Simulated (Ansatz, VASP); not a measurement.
One calculation of Mo6CO, two programs

Contents of INCAR:

```
SYSTEM = Mo6CO
  ALGO = Normal
  DIPOL = 0.5 0.5 0.337
  EDIFF = 1E-7
  ENCUT = 520
  GGA = PE
  IDIPOL = 3
  ISIF = 2
  ISMEAR = 0
  LASPH = .TRUE.
  LCHARG = .FALSE.
  LDIPOL = .TRUE.
  LREAL = .FALSE.
  LWAVE = .FALSE.
  NBANDS = 57
  NELM = 100
  PREC = Accurate
  SIGMA = 0.1
```

File KPOINTS:

```
k-points
0
G
  6 6 1
  0 0 0
```

The input POSCAR:

```
Mo6CO
1.0
    4.4695765303      0.0000000000      0.0000000000
   -2.2347882651      3.8707668194      0.0000000000
    0.0000000000      0.0000000000     22.2595667262
Mo C O
6 1 1
Direct
    0.6666666667      0.3333333333      0.1796980170
    0.3333333333      0.6666666667      0.2206848206
    0.0000000000      0.0000000000      0.2616716241
    0.6666666667      0.3333333333      0.2990464568
    0.3333333333      0.6666666667      0.3355219825
    0.0000000000      0.0000000000      0.3710569405
    0.1666666667      0.3333333333      0.4910053668
    0.2415872221      0.4831744442      0.5361360507
```

Input for Ansatz:

```yaml
crystal:
  lattice:
    - [4.4695765303, 0.0, 0.0]
    - [-2.2347882651, 3.8707668194, 0.0]
    - [0.0, 0.0, 22.2595667262]
  atoms:
    - { symbol: Mo, position: [0.6666666667, 0.3333333333, 0.179698017] }
    - { symbol: Mo, position: [0.3333333333, 0.6666666667, 0.2206848206] }
    - { symbol: Mo, position: [0.0, 0.0, 0.2616716241] }
    - { symbol: Mo, position: [0.6666666667, 0.3333333333, 0.2990464568] }
    - { symbol: Mo, position: [0.3333333333, 0.6666666667, 0.3355219825] }
    - { symbol: Mo, position: [0.0, 0.0, 0.3710569405] }
    - { symbol: C, position: [0.1666666667, 0.3333333333, 0.4910053668] }
    - { symbol: O, position: [0.2415872221, 0.4831744442, 0.5361360507] }
basis:
  ecutwfc: 420
kpoints:
  mp_grid: { grid: [6, 6, 1] }
hamiltonian:
  xc: pbe
  pseudopotentials: { kind: paw, azcp: { folder: soft_1 } }
scf:
  occupations: { method: gaussian, width: 0.1 }
output:
  forces: true
  eigenvalues: true
  write_density: true
  write_potential: true
  elf: true
  volumetric_format: npy
efield:
  axis: 3
  dipole_correction: true
  ramp_width: 0.04
```

Alike in both runs: task single point; functional PBE; k mesh 6 × 6 × 1; occupations gaussian, width 0.1 eV; no spin polarisation.

|  | VASP | Ansatz |
| --- | --- | --- |
| version | VASP 6.6.1 | Ansatz 0.2.0 |
| potentials or method | VASP PAW PBE potentials, release 64 (Mo_sv, C, O), cutoff 520 eV | scalar-relativistic, plane waves, PAW |
| valence electrons in the cell | 94 | 94 |

|  | VASP | Ansatz | Ansatz less VASP |
| --- | --- | --- | --- |
| gap on the k mesh at the Fermi level (eV) | none | none | - |
| rms of the force components (eV/Å) | 0.575 | 0.692 | +0.1166 |

Atom by atom the forces differ by 0.224 eV/Å (rms over components). A gap of «none» marks a metal or a gap that the smearing closes. Ansatz's warnings: xc potential rough in thin density.

Noted on VASP's run: the standard files for N, O and F lose accuracy on very short bonds.
